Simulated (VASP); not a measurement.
# HfN in VASP: a series of runs, part 3 of 3

VASP 6.6.1. Earlier steps stand in the parts before.

## (5) Single point, PBE (mode 5 frozen in at +0.000 Å, normal strain along y -0.0467)

The input, INCAR:

```
  PREC = Accurate
  ENCUT = 520
  EDIFF = 1E-6
  ISMEAR = 0
  SIGMA = 0.15
  LREAL = False
  LASPH = True
  NELM = 80
  ALGO = Normal
  ISIF = 2
  LWAVE = False
  LCHARG = False
  GGA = PE
  NBANDS = 14
```

The input, KPOINTS:

```
Automatic mesh
0
Gamma
  16 16 16
```

The input, POSCAR:

```
HfN
1.0
    0.0000000000      2.1676269257      2.2738140414
    2.2738140414      0.0000000000      2.2738140414
    2.2738140414      2.1676269257      0.0000000000
Hf N
1 1
Direct
    0.0000000000      0.0000000000      0.0000000000
    0.5000000000      0.5000000000      0.5000000000
```

Potentials or basis: VASP PAW PBE potentials, release 64 (Hf_pv, N).

Started as:

```
cat potpaw_PBE.64/Hf_pv/POTCAR potpaw_PBE.64/N/POTCAR > POTCAR
mpirun -np 1 vasp_std > vasp.out
```

OUTCAR:

```text
PREC = Accurate
   ENCUT = 520
   EDIFF = 1E-6
   ISMEAR = 0
   LREAL = False
   LASPH = True
   NELM = 80
   ISIF = 2
   GGA = PE

 ion  position               nearest neighbor table
   1  0.000  0.000  0.000-   2 2.17   2 2.17   2 2.27   2 2.27   2 2.27   2 2.27
   2  0.500  0.500  0.500-   1 2.17   1 2.17   1 2.27   1 2.27   1 2.27   1 2.27

  LATTYP: Found a body centered tetragonal cell.
 ALAT       =     3.2156586557
 C/A-ratio  =     1.3481697890

  Lattice vectors:

 A1 = (   0.0000000000,  -2.1676269257,   2.2738140414)
 A2 = (   0.0000000000,  -2.1676269257,  -2.2738140414)
 A3 = (   2.2738140414,   2.1676269257,   0.0000000000)

Analysis of symmetry for initial positions (statically):
=====================================================================
 Subroutine PRICEL returns:
 Original cell was already a primitive cell.

 Routine SETGRP: Setting up the symmetry group for a
 body centered tetragonal supercell.

 Subroutine GETGRP returns: Found 16 space group operations
 (whereof 16 operations were pure point group operations)
 out of a pool of 16 trial point group operations.

The static configuration has the point symmetry D_4h.

Analysis of symmetry for dynamics (positions and initial velocities):
=====================================================================
 Subroutine PRICEL returns:
 Original cell was already a primitive cell.

 Routine SETGRP: Setting up the symmetry group for a
 body centered tetragonal supercell.

 Subroutine GETGRP returns: Found 16 space group operations
 (whereof 16 operations were pure point group operations)
 out of a pool of 16 trial point group operations.

The dynamic configuration has the point symmetry D_4h.

 Subroutine INISYM returns: Found 16 space group operations
 (whereof 16 operations are pure point group operations),
 and found     1 'primitive' translations

----------------------------------------------------------------------------------------

                                     Primitive cell

  volume of cell :      22.4143

  direct lattice vectors                    reciprocal lattice vectors
     0.000000000  2.167626926  2.273814041    -0.219894851  0.230667000  0.219894851
     2.273814041  0.000000000  2.273814041     0.219894851 -0.230667000  0.219894851
     2.273814041  2.167626926  0.000000000     0.219894851  0.230667000 -0.219894851

  length of vectors
     3.141470481  3.215658656  3.141470481     0.387188269  0.387188269  0.387188269

  position of ions in fractional coordinates (direct lattice)
     0.000000000  0.000000000  0.000000000
     0.500000000  0.500000000  0.500000000

  ion indices of the primitive-cell ions
   primitive index   ion index
                 1           1
                 2           2

----------------------------------------------------------------------------------------

 KPOINTS: Automatic mesh

Automatic generation of k-mesh.
 Grid dimensions read from file:
 generate k-points for:   16   16   16

 Generating k-lattice:

  Cartesian coordinates                     Fractional coordinates (reciprocal lattice)
    -0.013743428  0.014416687  0.013743428     0.062500000  0.000000000 -0.000000000
     0.013743428 -0.014416687  0.013743428     0.000000000  0.062500000  0.000000000
     0.013743428  0.014416687 -0.013743428    -0.000000000  0.000000000  0.062500000

  Length of vectors
     0.024199267  0.024199267  0.024199267

  Shift w.r.t. Gamma in fractional coordinates (k-lattice)
     0.000000000  0.000000000  0.000000000

 Subroutine IBZKPT returns following result:
 ===========================================

 Found    349 irreducible k-points:

 Following reciprocal coordinates:
            Coordinates               Weight
  0.000000  0.000000  0.000000      1.000000
  0.062500  0.000000  0.000000      8.000000
  0.125000  0.000000  0.000000      8.000000
  0.187500  0.000000  0.000000      8.000000
  0.250000  0.000000  0.000000      8.000000
  0.312500  0.000000 -0.000000      8.000000
[... 16 lines left out ...]
 -0.125000  0.062500 -0.000000     16.000000
 -0.062500  0.062500  0.000000      8.000000
 [... further k-points ...]
   k-points           NKPTS =    349   k-points in BZ     NKDIM =    349   number of bands    NBANDS=     14
   number of dos      NEDOS =    301   number of ions     NIONS =      2
   total plane-waves  NPLWV =  13824
   dimension x,y,z NGX =    24 NGY =   24 NGZ =   24
   dimension x,y,z NGXF=    48 NGYF=   48 NGZF=   48
   ions per type =               1   1
   NGX,Y,Z   is equivalent  to a cutoff of  12.70, 12.41, 12.70 a.u.
   NGXF,Y,Z  is equivalent  to a cutoff of  25.40, 24.82, 25.40 a.u.
 SYSTEM =  unknown system
   PREC   = accura    normal or accurate (medium, high low for compatibility)
   ISTART =      0    job   : 0-new  1-cont  2-samecut
   ICHARG =      2    charge: 1-file 2-atom 10-const
   ISPIN  =      1    spin polarized calculation?
   LNONCOLLINEAR =      F non collinear calculations
   LSORBIT =      F    spin-orbit coupling
   LASPH  =      T    aspherical Exc in radial PAW
   ENCUT  =  520.0 eV  38.22 Ry    6.18 a.u.   5.84  5.98  5.84*2*pi/ulx,y,z
   NELM   =     80;   NELMIN=  2; NELMDL= -5     # of ELM steps
   EDIFF  = 0.1E-05   stopping-criterion for ELM
   LREAL  =      F    real-space projection
   EDIFFG = 0.1E-04   stopping-criterion for IOM
   NSW    =      0    number of steps for IOM
   IBRION =     -1    ionic relax: 0-MD 1-quasi-New 2-CG
   NFREE  =      0    steps in history (QN), initial steepest desc. (CG)
   ISIF   =      2    stress and relaxation
   ISYM   =      2    0-nonsym 1-usesym 2-fastsym
   POTIM  = 0.5000    time-step for ionic-motion
   TEBEG  =    0.0;   TEEND  =   0.0 temperature during run
   PSTRESS=    0.0 pullay stress
   NELECT =      15.0000    total number of electrons
   NUPDOWN=      -1.0000    fix difference up-down
   EMIN   =  10.00;   EMAX   =-10.00  energy-range for DOS
   EFERMI =   0.00;   METHOD = LEGACY
   ISMEAR =     0;   SIGMA  =   0.15  broadening in eV -4-tet -1-fermi 0-gaus
   EFERMI_NEDOS =   21; number of points for ismear=-14 and -15
   IALGO  =     38    algorithm
   IMIX   =      4    mixing-type and parameters
     AMIX     =   0.40;   BMIX     =  1.00
     AMIX_MAG =   1.60;   BMIX_MAG =  1.00
  volume/ion in A,a.u.               =      11.21        75.63
  Fermi-wavevector in a.u.,A,eV,Ry     =   1.431959  2.706009 27.898818  2.050505
  Thomas-Fermi vector in A             =   2.551638
   LORBIT       =      0    0 simple, 1 ext, 2 COOP (PROOUT), +10 PAW based schemes
   GGA     = PE    functional components
   LHFCALC =     F    Hartree Fock is set to
   AEXX    =    0.0000 exact exchange contribution
   IVDW    =     0    specifies the selected vdW correction
   LEPSILON=     F    determine dielectric tensor
   LRPA    =     F    only Hartree local field effects (RPA)
 non-spin polarized calculation
 Gauss-broadening in eV      SIGMA  =   0.15
  energy-cutoff  :      520.00
  volume of cell :       22.41
 maximum number of plane-waves:       620
   NGX = 11   NGY = 11   NGZ = 11

 number of electron      14.9999999 magnetization

 Free energy of the ion-electron system (eV)
  ---------------------------------------------------
  ext. energy  EPLUGINS =         0.00000000
  ---------------------------------------------------
  free energy    TOTEN  =       -21.66591082 eV

  energy without entropy =      -21.65951967  energy(sigma->0) =      -21.66271525

 E-fermi :   8.6677     XC(G=0): -12.8770

 val. band max:        8.6675423160   @ k =   0.3125   0.5000   0.1875
 cond. band min:       8.6771047034   @ k =   0.1250   0.0000   0.0000
 fundamental gap:      0.0095623874
 Fermi energy:         8.6676906395

 k-point     1 :       0.0000    0.0000    0.0000
  band No.  band energies     occupation
      1     -22.4048      2.00000
      2     -22.4048      2.00000
      3     -22.3654      2.00000
      4      -9.0475      2.00000
      5       5.4872      2.00000
      6       5.4872      2.00000
      7       5.7696      2.00000
      8       8.1133      2.00000
      9       8.1133      2.00000
     10       8.6545      1.09919
     11       9.9360      0.00000
     12      10.3095      0.00000
     13      11.8784      0.00000
     14      18.2986      0.00000
[... 375 lines left out ...]
 k-point    24 :      -0.0625    0.0625    0.0000
  band No.  band energies     occupation
      1     -22.5019      2.00000
      2     -22.4306      2.00000
      3     -22.3829      2.00000
      4      -8.7830      2.00000
      5       4.5217      2.00000
      6       4.9661      2.00000
      7       5.1080      2.00000
      8       8.3835      1.99263
      9       8.7362      0.51811
     10       8.7963      0.22541
     11      10.2634      0.00000
     12      11.2051      0.00000
     13      12.9028      0.00000
     14      19.1455      0.00000

 [... further k-points ...]
[... 5 lines left out ...]
  --------------------------------------------------------------------------------------
  -------------------------------------------------------------------------------------
  Total        0.4664307      4.5862953      0.4664307      0.0000000      0.0000000      0.0000000
  in kB       33.3405918    327.8296074     33.3405918      0.0000000      0.0000000      0.0000000
  external PRESSURE =     131.5035970 kB  Pullay stress =       0.0000000 kB

 VOLUME and BASIS-vectors are now :
 -----------------------------------------------------------------------------
  energy-cutoff  :      520.00
  volume of cell :       22.41
      direct lattice vectors                 reciprocal lattice vectors
     0.000000000  2.167626926  2.273814041    -0.219894851  0.230667000  0.219894851
     2.273814041  0.000000000  2.273814041     0.219894851 -0.230667000  0.219894851
     2.273814041  2.167626926  0.000000000     0.219894851  0.230667000 -0.219894851

 POSITION                                       TOTAL-FORCE (eV/Angst)
 -----------------------------------------------------------------------------------
      0.00000      0.00000      0.00000         0.000000     -0.000000      0.000000
      2.27381      2.16763      2.27381         0.000000      0.000000      0.000000
 -----------------------------------------------------------------------------------
    total drift:                                0.000000     -0.000000     -0.000000

  FREE ENERGIE OF THE ION-ELECTRON SYSTEM (eV)
  ---------------------------------------------------
  free  energy   TOTEN  =       -21.6659108240 eV

  energy  without entropy=      -21.6595196691  energy(sigma->0) =      -21.66271525
```

OSZICAR:

```text
N       E                     dE             d eps       ncg     rms          rms(c)
DAV:   1     0.384300446795E+02    0.38430E+02   -0.78780E+03  9804   0.102E+03
DAV:   2    -0.227649714796E+02   -0.61195E+02   -0.57423E+02 12934   0.237E+02
DAV:   3    -0.246773161219E+02   -0.19123E+01   -0.19047E+01 11286   0.346E+01
DAV:   4    -0.246838865091E+02   -0.65704E-02   -0.65695E-02 11796   0.236E+00
DAV:   5    -0.246839261677E+02   -0.39659E-04   -0.39659E-04 11210   0.157E-01    0.527E+01
DAV:   6    -0.217567470902E+02    0.29272E+01   -0.81135E+00 10940   0.224E+01    0.441E+01
DAV:   7    -0.216906452093E+02    0.66102E-01   -0.45368E-01 12484   0.601E+00    0.273E+01
DAV:   8    -0.216707155775E+02    0.19930E-01   -0.87756E-02 11632   0.260E+00    0.576E+00
DAV:   9    -0.216660503712E+02    0.46652E-02   -0.13463E-02 11200   0.929E-01    0.193E+00
DAV:  10    -0.216659313745E+02    0.11900E-03   -0.98739E-04 13040   0.304E-01    0.292E-01
DAV:  11    -0.216659115114E+02    0.19863E-04   -0.65065E-05 11206   0.808E-02    0.558E-02
DAV:  12    -0.216659108240E+02    0.68740E-06   -0.48795E-06 12772   0.191E-02
   1 F= -.21665911E+02 E0= -.21662715E+02  d E =-.639115E-02
```

Wall time 78 s (1 thread of AMD EPYC 7R43 (Zen 3), shared host); peak memory 0.2 GiB.

Results:

```yaml
Free_energy: -21.6659 eV
Pressure: 13.2 GPa
```

Caveat: the cell differs from its parent crystal (mode 5 frozen in at +0.000 Å, normal strain along y -0.0467); spin-orbit coupling is left out, which moves the levels of the heavy elements.

## (6) Single point, PBE (mode 5 frozen in at -0.039 Å, normal strain along y -0.0467)

The input, INCAR:

```
SYSTEM = HfN
PREC = Accurate
ENCUT = 520
EDIFF = 1E-6
ISMEAR = 0
SIGMA = 0.15
LREAL = .FALSE.
LASPH = .TRUE.
NELM = 100
ALGO = Normal
ISIF = 2
LWAVE = .FALSE.
LCHARG = .FALSE.
GGA = PE
NBANDS = 14
```

The input, KPOINTS:

```
Automatic mesh
0
G
  16 16 16
  0 0 0
```

The input, POSCAR:

```
HfN
1.0
    0.0000000000      2.1676269257      2.2738140414
    2.2738140414      0.0000000000      2.2738140414
    2.2738140414      2.1676269257      0.0000000000
Hf N
1 1
Direct
    0.0006695498     -0.0006695498      0.0006695498
    0.4914680798      0.5085319202      0.4914680798
```

Potentials or basis: VASP PAW PBE potentials, release 64 (Hf_pv, N).

Started as:

```
cat potpaw_PBE.64/Hf_pv/POTCAR potpaw_PBE.64/N/POTCAR > POTCAR
mpirun -np 1 vasp_std > vasp.out
```

It took 84 s on 1 thread of AMD EPYC 7R43 (Zen 3), shared host; peak memory 0.2 GiB.

It converged, with:

| Item | Value |
| --- | --- |
| Free energy | -21.6513 eV |
| Pressure | 13.5 GPa |
| Largest force | 0.734 eV/Å |

Forces on the atoms (eV/Å):
```
Hf   0.000 -0.734  0.000
N    0.000  0.734  0.000
```

Stress tensor (GPa, compression positive):
```
 3.38  0.00  0.00
 0.00 33.66  0.00
 0.00  0.00  3.38
```

Levels at points of the mesh, in eV from the Fermi level:
| k point | band 5 | band 6 | band 7 | band 8 | band 9 | band 10 | band 11 | band 12 |
| --- | --- | --- | --- | --- | --- | --- | --- | --- |
| (0.00, 0.00, 0.00) | -3.21 | -3.21 | -2.92 | -0.52 | -0.52 | -0.01 | 1.28 | 1.65 |
| (0.50, 0.00, 0.00) | -9.08 | -6.40 | -6.36 | 3.31 | 3.76 | 4.05 | 4.53 | 8.54 |
| (0.50, 0.50, 0.00) | -5.60 | -4.16 | -3.52 | -3.51 | 3.99 | 5.38 | 6.02 | 6.16 |
| (0.50, 0.00, 0.50) | -5.05 | -4.06 | -3.89 | -3.89 | 4.26 | 5.71 | 5.71 | 5.87 |

Caveat: the cell differs from its parent crystal (mode 5 frozen in at -0.039 Å, normal strain along y -0.0467); spin-orbit coupling is left out, which moves the levels of the heavy elements.
